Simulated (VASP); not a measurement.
# BaO (Fm-3m) in VASP: G0W0 quasiparticle levels with LDA

Aim: the G0W0 quasiparticle levels of BaO with LDA.

Program: VASP 6.6.1. These are calculated values, not measurements. Logs are shortened: lines on timing, memory, paths and dates and some standing lists are left out, and cuts for length are marked.

### 1 The cell of the first run

Symmetry: Fm-3m, No. 225, cubic system. Conventional cell: a = 5.544 Å, b = 5.544 Å, c = 5.544 Å, α = 90.00°, β = 90.00°, γ = 90.00°. Within 3.7 Å of Ba (site symmetry m-3m) lie 6 O at 2.77 Å. O (site symmetry m-3m) has 6 Ba at 2.77 Å within 3.7 Å.

### 2 G0W0 quasiparticle levels, LDA

POSCAR reads:

```
BaO
1.0
    0.0000000000      2.7719428473      2.7719428473
    2.7719428473      0.0000000000      2.7719428473
    2.7719428473      2.7719428473      0.0000000000
Ba O
1 1
Direct
    0.0000000000      0.0000000000      0.0000000000
    0.5000000000      0.5000000000      0.5000000000
```

INCAR.step1 reads:

```
PREC     = Accurate       # precision mode
ENCUT    = 500            # plane-wave cutoff, eV
EDIFF    = 1E-8           # SCF threshold, eV
ISMEAR   = 0              # smearing method
SIGMA    = 0.01           # smearing width, eV
LREAL    = False          # projectors in reciprocal space
LASPH    = True           # aspherical terms in the spheres
NELM     = 80             # most SCF steps
ALGO     = Normal         # electronic algorithm
LWAVE    = True           # write WAVECAR
LCHARG   = False          # write CHGCAR
```

INCAR.step2 reads:

```
PREC     = Accurate       # precision mode
ENCUT    = 500            # plane-wave cutoff, eV
EDIFF    = 1E-8           # SCF threshold, eV
ISMEAR   = 0              # smearing method
SIGMA    = 0.01           # smearing width, eV
LREAL    = False          # projectors in reciprocal space
LASPH    = True           # aspherical terms in the spheres
NELM     = 1              # most SCF steps
ALGO     = Exact          # electronic algorithm
LWAVE    = True           # write WAVECAR
LCHARG   = False          # write CHGCAR
NBANDS   = 68             # bands
LOPTICS  = True           # frequency-dependent dielectric function
ISTART   = 1
```

INCAR.step3 reads:

```
PREC     = Accurate       # precision mode
ENCUT    = 500            # plane-wave cutoff, eV
EDIFF    = 1E-8           # SCF threshold, eV
ISMEAR   = 0              # smearing method
SIGMA    = 0.01           # smearing width, eV
LREAL    = False          # projectors in reciprocal space
LASPH    = True           # aspherical terms in the spheres
ALGO     = EVGW0          # electronic algorithm
LWAVE    = False          # write WAVECAR
LCHARG   = False          # write CHGCAR
NELMGW   = 1            
NBANDS   = 68             # bands
ENCUTGW  = 80.0           # cutoff of the response function
NOMEGA   = 48             # frequency points
PRECFOCK = Fast         
ISTART   = 1            
NBANDSGW = 16
```

KPOINTS reads:

```
Automatic mesh
0
Gamma
  4 4 4
```

Potentials or basis: VASP PAW LDA potentials, release 64 (Ba_sv_GW, O_GW).

On the command line:

```
$ cat potpaw_LDA.64/Ba_sv_GW/POTCAR potpaw_LDA.64/O_GW/POTCAR > POTCAR
$ cp INCAR.step1 INCAR
$ mpirun -np 1 vasp_std > vasp.out
$ cp INCAR.step2 INCAR
$ mpirun -np 1 vasp_std > vasp.out
$ cp INCAR.step3 INCAR
$ mpirun -np 1 vasp_std > vasp.out
```

OUTCAR:

```text
PREC = Accurate
   ENCUT = 500
   EDIFF = 1E-8
   ISMEAR = 0
   LREAL = False
   LASPH = True
   NELMGW = 1
   ENCUTGW = 80.0
   PRECFOCK = Fast
   ISTART = 1

 ion  position               nearest neighbor table
   1  0.000  0.000  0.000-
   2  0.500  0.500  0.500-

  LATTYP: Found a face centered cubic cell.
 ALAT       =     5.5438856946

  Lattice vectors:

 A1 = (   0.0000000000,   2.7719428473,   2.7719428473)
 A2 = (   2.7719428473,   0.0000000000,   2.7719428473)
 A3 = (   2.7719428473,   2.7719428473,   0.0000000000)

Analysis of symmetry for initial positions (statically):
=====================================================================
 Subroutine PRICEL returns:
 Original cell was already a primitive cell.

 Routine SETGRP: Setting up the symmetry group for a
 face centered cubic supercell.

 Subroutine GETGRP returns: Found 48 space group operations
 (whereof 48 operations were pure point group operations)
 out of a pool of 48 trial point group operations.

The static configuration has the point symmetry O_h .

Analysis of symmetry for dynamics (positions and initial velocities):
=====================================================================
 Subroutine PRICEL returns:
 Original cell was already a primitive cell.

 Routine SETGRP: Setting up the symmetry group for a
 face centered cubic supercell.

 Subroutine GETGRP returns: Found 48 space group operations
 (whereof 48 operations were pure point group operations)
 out of a pool of 48 trial point group operations.

The dynamic configuration has the point symmetry O_h .

 Subroutine INISYM returns: Found 48 space group operations
 (whereof 48 operations are pure point group operations),
 and found     1 'primitive' translations

----------------------------------------------------------------------------------------

                                     Primitive cell

  volume of cell :      42.5974

  direct lattice vectors                    reciprocal lattice vectors
     0.000000000  2.771942847  2.771942847    -0.180378899  0.180378899  0.180378899
     2.771942847  0.000000000  2.771942847     0.180378899 -0.180378899  0.180378899
     2.771942847  2.771942847  0.000000000     0.180378899  0.180378899 -0.180378899

  length of vectors
     3.920119169  3.920119169  3.920119169     0.312425418  0.312425418  0.312425418

  position of ions in fractional coordinates (direct lattice)
     0.000000000  0.000000000  0.000000000
     0.500000000  0.500000000  0.500000000

  ion indices of the primitive-cell ions
   primitive index   ion index
                 1           1
                 2           2

----------------------------------------------------------------------------------------

 KPOINTS: Automatic mesh

Automatic generation of k-mesh.
 Grid dimensions read from file:
 generate k-points for:    4    4    4

 Generating k-lattice:

  Cartesian coordinates                     Fractional coordinates (reciprocal lattice)
    -0.045094725  0.045094725  0.045094725     0.250000000  0.000000000  0.000000000
     0.045094725 -0.045094725  0.045094725     0.000000000  0.250000000  0.000000000
     0.045094725  0.045094725 -0.045094725     0.000000000  0.000000000  0.250000000

  Length of vectors
     0.078106355  0.078106355  0.078106355

  Shift w.r.t. Gamma in fractional coordinates (k-lattice)
     0.000000000  0.000000000  0.000000000

 Subroutine IBZKPT returns following result:
 ===========================================

 Found      8 irreducible k-points:

 Following reciprocal coordinates:
            Coordinates               Weight
  0.000000  0.000000  0.000000      1.000000
  0.250000  0.000000  0.000000      8.000000
  0.500000  0.000000  0.000000      4.000000
  0.250000  0.250000  0.000000      6.000000
  0.500000  0.250000  0.000000     24.000000
 -0.250000  0.250000  0.000000     12.000000
  0.500000  0.500000  0.000000      3.000000
 -0.250000  0.500000  0.250000      6.000000
   k-points           NKPTS =      8   k-points in BZ     NKDIM =     64   number of bands    NBANDS=     68
   number of dos      NEDOS =    301   number of ions     NIONS =      2
   total plane-waves  NPLWV =  27000
   dimension x,y,z NGX =    30 NGY =   30 NGZ =   30
   dimension x,y,z NGXF=    60 NGYF=   60 NGZF=   60
   ions per type =               1   1
   NGX,Y,Z   is equivalent  to a cutoff of  12.72, 12.72, 12.72 a.u.
   NGXF,Y,Z  is equivalent  to a cutoff of  25.45, 25.45, 25.45 a.u.
 SYSTEM =  unknown system
   PREC   = accura    normal or accurate (medium, high low for compatibility)
   ISTART =      1    job   : 0-new  1-cont  2-samecut
   ICHARG =      0    charge: 1-file 2-atom 10-const
   ISPIN  =      1    spin polarized calculation?
   LNONCOLLINEAR =      F non collinear calculations
   LSORBIT =      F    spin-orbit coupling
   LASPH  =      T    aspherical Exc in radial PAW
   ENCUT  =  500.0 eV  36.75 Ry    6.06 a.u.   7.15  7.15  7.15*2*pi/ulx,y,z
   NELM   =     60;   NELMIN=  2; NELMDL=  0     # of ELM steps
   EDIFF  = 0.1E-07   stopping-criterion for ELM
   LREAL  =      F    real-space projection
   EDIFFG = 0.1E-06   stopping-criterion for IOM
   NSW    =      0    number of steps for IOM
   IBRION =     -1    ionic relax: 0-MD 1-quasi-New 2-CG
   NFREE  =      0    steps in history (QN), initial steepest desc. (CG)
   ISIF   =      0    stress and relaxation
   ISYM   =      3    0-nonsym 1-usesym 2-fastsym
   POTIM  = 0.5000    time-step for ionic-motion
   TEBEG  =    0.0;   TEEND  =   0.0 temperature during run
   PSTRESS=    0.0 pullay stress
   NELECT =      16.0000    total number of electrons
   NUPDOWN=      -1.0000    fix difference up-down
   EMIN   =  10.00;   EMAX   =-10.00  energy-range for DOS
   EFERMI =   0.00;   METHOD = LEGACY
   ISMEAR =     0;   SIGMA  =   0.01  broadening in eV -4-tet -1-fermi 0-gaus
   EFERMI_NEDOS =   21; number of points for ismear=-14 and -15
   IALGO  =     38    algorithm
   IMIX   =      4    mixing-type and parameters
     AMIX     =   0.40;   BMIX     =  1.00
     AMIX_MAG =   1.60;   BMIX_MAG =  1.00
  volume/ion in A,a.u.               =      21.30       143.73
  Fermi-wavevector in a.u.,A,eV,Ry     =   1.181192  2.232130 18.983051  1.395215
  Thomas-Fermi vector in A             =   2.317470
   LORBIT       =      0    0 simple, 1 ext, 2 COOP (PROOUT), +10 PAW based schemes
   GGA     = CA    functional components
   LHFCALC =     T    Hartree Fock is set to
   PRECFOCK=fast      Normal, Fast or Accurate (Low or Medium for compatibility)
   ENCUT4O =  -1.0   cutoff for four orbital integrals eV
   NKREDX  =     1    reduce k-point grid by
   NKREDY  =     1    reduce k-point grid by
   NKREDZ  =     1    reduce k-point grid by
   AEXX    =    1.0000 exact exchange contribution
   HFSCREEN=    0.0000 screening length (either q_TF or 0.3 A-1)
   HFSCREENC=   0.0000 screening length for correlation (either q_TF or 0.3 A-1)
   ENCUTFOCK=  -1.0 apply spherical cutoff to Coloumb kernel
   IVDW    =     0    specifies the selected vdW correction
   LEPSILON=     F    determine dielectric tensor
   LRPA    =     F    only Hartree local field effects (RPA)
   LRPAFORCE           =     F    calculate RPA forces
   ENCUTGW             =  80.0    cutoff for response function in eV
   ENCUTGWSOFT         =  64.0    soft cutoff for Coulomb kernel in GW response function in eV
   ENCUTLF             =  -1.0    cutoff for local field effects
   NELMGW              =     1    number of iterations in solving QP/BSE equation
   NELMHF              =     1    number of iterations in the inner HF iteration
   NKREDLFX            =     1    NKREDLFY  =   1   NKREDLFZ  =   1
 non-spin polarized calculation
 Gauss-broadening in eV      SIGMA  =   0.01
  energy-cutoff  :      500.00
  volume of cell :       42.60
 maximum number of plane-waves:      1106
 NGX is ok and might be reduce to    30
  NGX = 16; NGY = 16; NGZ = 16
   NGX = 15   NGY = 15   NGZ = 15
 maximum number of plane-waves:        76
 NGX is ok and might be reduce to    14

 QP shifts <psi_nk| G(iteration)W_0 |psi_nk>: iteration 1
 for sc-GW calculations column KS-energies equals QP-energies in previous step
 and V_xc(KS)=  KS-energies - (<T + V_ion + V_H > + <T+V_H+V_ion>^1  + <V_x>^1)

 k-point   1 :       0.0000    0.0000    0.0000
  band No.  KS-energies  QP-energies   sigma(KS)   V_xc(KS)     V^pw_x(r,r')   Z            occupation Imag(sigma)

      1     -21.7071     -22.2756     -16.1269     -15.2761     -24.5891       0.6681       2.0000       1.4717
      2     -10.7401     -12.1990     -21.4077     -19.1105     -30.4637       0.6350       2.0000       0.8308
      3      -6.2341      -7.2792     -15.9656     -14.6193     -19.4970       0.7763       2.0000       0.2520
      4      -6.2341      -7.2792     -15.9656     -14.6193     -19.4970       0.7763       2.0000       0.2520
      5      -6.2341      -7.2792     -15.9656     -14.6193     -19.4970       0.7763       2.0000       0.2520
      6       3.4845       3.2004     -18.5860     -18.1909     -23.0917       0.7191       2.0000       0.1808
[... 8 lines left out ...]
     15      11.2774      13.7590      -7.2740     -10.4129      -2.0687       0.7906       0.0000      -0.2365
     16      14.3255      19.2034      -9.1726     -15.6860      -3.0279       0.7489       0.0000      -0.2318

 k-point   2 :       0.2500    0.0000    0.0000
  band No.  KS-energies  QP-energies   sigma(KS)   V_xc(KS)     V^pw_x(r,r')   Z            occupation Imag(sigma)

      1     -21.5788     -22.1449     -16.1968     -15.3579     -24.5957       0.6748       2.0000       1.4266
      2     -11.1267     -12.5230     -20.5784     -18.3838     -29.4830       0.6362       2.0000       0.8216
      3      -6.3444      -7.4504     -16.4975     -15.0616     -20.3274       0.7702       2.0000       0.2760
      4      -6.2971      -7.3487     -15.8998     -14.5446     -19.4040       0.7760       2.0000       0.2422
      5      -6.2971      -7.3487     -15.8998     -14.5446     -19.4040       0.7760       2.0000       0.2422
      6       2.5554       2.1672     -16.5452     -16.0064     -20.6772       0.7203       2.0000       0.2012
[... 8 lines left out ...]
     15      13.1610      16.8374      -8.3198     -13.0743      -2.6882       0.7732       0.0000      -0.2413
     16      14.0424      18.7427      -8.8766     -15.0639      -2.8594       0.7597       0.0000      -0.2175

 k-point   3 :       0.5000    0.0000    0.0000
  band No.  KS-energies  QP-energies   sigma(KS)   V_xc(KS)     V^pw_x(r,r')   Z            occupation Imag(sigma)

      1     -21.4437     -22.0036     -16.2714     -15.4489     -24.6043       0.6807       2.0000       1.3778
      2     -11.5129     -12.8557     -19.8407     -17.7316     -28.6374       0.6367       2.0000       0.8362
      3      -6.4414      -7.6030     -16.9564     -15.4409     -21.0503       0.7665       2.0000       0.3028
      4      -6.3574      -7.4162     -15.8412     -14.4749     -19.3174       0.7749       2.0000       0.2331
      5      -6.3574      -7.4162     -15.8412     -14.4749     -19.3174       0.7749       2.0000       0.2331
      6       1.8959       1.4364     -15.5506     -14.9131     -19.6380       0.7208       2.0000       0.2333
[... 74 lines left out ...]
      1     -21.3735     -21.9330     -16.3170     -15.5040     -24.6353       0.6883       2.0000       1.3806
      2     -10.9194     -12.3832     -21.3129     -18.9901     -30.4720       0.6302       2.0000       0.8392
      3      -7.7704      -8.8694     -15.0008     -13.5264     -19.0342       0.7454       2.0000       0.4181
      4      -6.8397      -7.9071     -15.6148     -14.2102     -19.3450       0.7600       2.0000       0.3171
      5      -6.8397      -7.9071     -15.6148     -14.2102     -19.3450       0.7600       2.0000       0.3171
      6       3.7194       3.4532     -18.7639     -18.3971     -23.1709       0.7258       2.0000       0.1709
[... 8 lines left out ...]
     15      13.6142      18.0043      -8.5882     -14.3415      -2.6381       0.7631       0.0000      -0.2231
     16      13.8203      15.4811      -9.8434     -11.9575      -5.2999       0.7856       0.0000      -0.3260

 k-point   8 :      -0.2500    0.5000    0.2500
  band No.  KS-energies  QP-energies   sigma(KS)   V_xc(KS)     V^pw_x(r,r')   Z            occupation Imag(sigma)

      1     -21.3681     -21.9278     -16.3187     -15.5060     -24.6292       0.6887       2.0000       1.3721
      2     -11.1303     -12.5525     -20.7962     -18.5452     -29.8325       0.6318       2.0000       0.8314
      3      -7.3364      -8.4251     -15.2607     -13.8146     -19.1392       0.7529       2.0000       0.3744
      4      -7.3364      -8.4251     -15.2607     -13.8146     -19.1392       0.7529       2.0000       0.3744
      5      -6.2979      -7.3909     -16.3170     -14.9057     -20.0077       0.7744       2.0000       0.2550
      6       2.5652       2.1754     -17.4021     -16.8545     -21.9339       0.7118       2.0000       0.2168
[... 8 lines left out ...]
     15      13.8442      15.5069      -9.8707     -11.9873      -5.3160       0.7856       0.0000      -0.3290
     16      14.1344      16.6401     -10.2835     -13.5261      -5.5536       0.7727       0.0000      -0.2110
```

Run time: 2.1 min. Hardware: 1 thread of Intel Xeon 8259CL, shared host; peak memory 0.41 GiB.

What came out:

| Quantity | Value |
| --- | --- |
| Quasiparticle gap | 3.13 eV |
| Least direct quasiparticle gap | 3.13 eV |
| Band gap of the starting levels on the mesh | 1.90 eV |
| Least direct gap of the starting levels on the mesh | 1.90 eV |

Caveat: the k points lie up to 0.49 Å⁻¹ apart; bands, screening cutoff and mesh are small and nothing is extrapolated, so the quasiparticle values aren't converged; spin-orbit coupling is left out, which moves the levels of the heavy elements.
